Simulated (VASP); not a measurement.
**ZrC: single point with LDA**

The system is ZrC.

```
Zr C
1.0
     0.00000    2.32073    2.32073
     2.32073    0.00000    2.32073
     2.32073    2.32073    0.00000
Zr C
1 1
Direct
  0.49512 0.50488 0.50488
  0.03706 0.96294 0.96294
```

This cell differs from its parent crystal: mode 4 frozen in at -0.172 Å, strain +e along z and -e/2 along x and y +0.0000.

| Quantity | Value |
| --- | --- |
| Program | VASP 6.6.1 |
| Task | single point |
| Functional | LDA |
| Potentials or basis | VASP PAW LDA potentials, release 64 (Zr_sv, C) |
| Cutoff | 520 eV |
| k mesh | 16 × 16 × 16 |
| Occupations | gaussian, width 0.15 eV |
| Spin | no spin polarisation |

```yaml
Pressure: 4.0 GPa
Largest_force: 1.716 eV/Å
Band_gap_on_the_k_mesh: zero (band 8 reaches 10.33 eV, above the bottom of band 9 at 9.37 eV)
```

Forces on the atoms (eV/Å):
```
Zr  -1.716  0.000  0.000
C    1.716  0.000  0.000
```

Stress tensor (GPa, compression positive):
```
12.21  0.00  0.00
 0.00 -0.05  0.00
 0.00  0.00 -0.05
```

Levels at points of the mesh, in eV from the Fermi level:
```
           k point  band 5  band 6  band 7  band 8  band 9  band 10  band 11  band 12
(0.00, 0.00, 0.00)  -11.31   -0.22   -0.22    0.11    0.97     2.18     2.18     2.84
(0.50, 0.00, 0.00)   -8.05   -5.47   -3.12   -3.04    4.44     4.63     5.37     6.54
(0.50, 0.50, 0.00)  -10.14   -2.58   -2.04   -0.05    0.73     4.83     5.81     5.81
(0.00, 0.50, 0.50)  -10.13   -2.03   -1.87    0.05    0.05     4.60     5.81     5.81
```

It took 38 s on 1 thread of Intel(R) Xeon(R) Platinum 8559C (Emerald Rapids), on a shared host, peak memory 0.23 GiB.

Caveat: the cell differs from its parent crystal (mode 4 frozen in at -0.172 Å, strain +e along z and -e/2 along x and y +0.0000); forces of over 1 eV/Å act on the atoms, so gaps and moduli don't describe the material at rest.
